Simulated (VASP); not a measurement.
Set up this calculation in VASP 6.6.1, as the native input.

```
Task                   : single point
Functional             : LDA
Potentials or basis    : VASP PAW LDA potentials, release 64 (Cd, S)
Cutoff                 : 500 eV
k mesh                 : 6 × 6 × 6
Occupations            : gaussian, width 0.01 eV
Spin                   : non-collinear spin, zero start, spin-orbit coupling
Starting moments       : [[0.0, 0.0, 0.0], [0.0, 0.0, 0.0]] μB
Dipole correction      : no
Further INCAR settings : ALGO = Normal; EDIFF = 1e-06; NBANDS = 30
```

The structure of CdS (Hawleyite) lies in POSCAR:

```
CdS
1.0
    0.0000000000      2.9165000000      2.9165000000
    2.9165000000      0.0000000000      2.9165000000
    2.9165000000      2.9165000000      0.0000000000
Cd S
1 1
Direct
    0.0000000000      0.0000000000      0.0000000000
    0.2500000000      0.2500000000      0.2500000000
```

These files were run (other wordings do the same):

INCAR

```
SYSTEM = CdS
  PREC = Accurate
  ENCUT = 500
  EDIFF = 1E-6
  ISMEAR = 0
  SIGMA = 0.01
  LREAL = .False.
  LASPH = .True.
  NELM = 200
  ALGO = Normal
  ISIF = 2
  LWAVE = .False.
  LCHARG = .False.
  LNONCOLLINEAR = .True.
  MAGMOM = 0 0 0 0 0 0
  LORBIT = 11
  LSORBIT = .True.
  GGA_COMPAT = .False.
  LORBMOM = .True.
  GGA = CA
  NBANDS = 30
```

KPOINTS

```
Automatic mesh
0
Gamma
  6 6 6
  0 0 0
```

Potentials or basis: VASP PAW LDA potentials, release 64 (Cd, S).

Launch:

```sh
$ cat potpaw_LDA.64/Cd/POTCAR potpaw_LDA.64/S/POTCAR > POTCAR
$ mpirun -np 1 vasp_ncl > vasp.out
```

Results of the run:

```
Pressure                                              : -2.0 GPa
Net moment                                            : 0.00 μB per cell
Valence electrons inside the program's atomic spheres : Cd 10.33; S 3.70
```

Run time: 40 s on 1 thread of Intel(R) Xeon(R) 6975P-C (Granite Rapids) (shared host), peak memory 0.24 GiB.
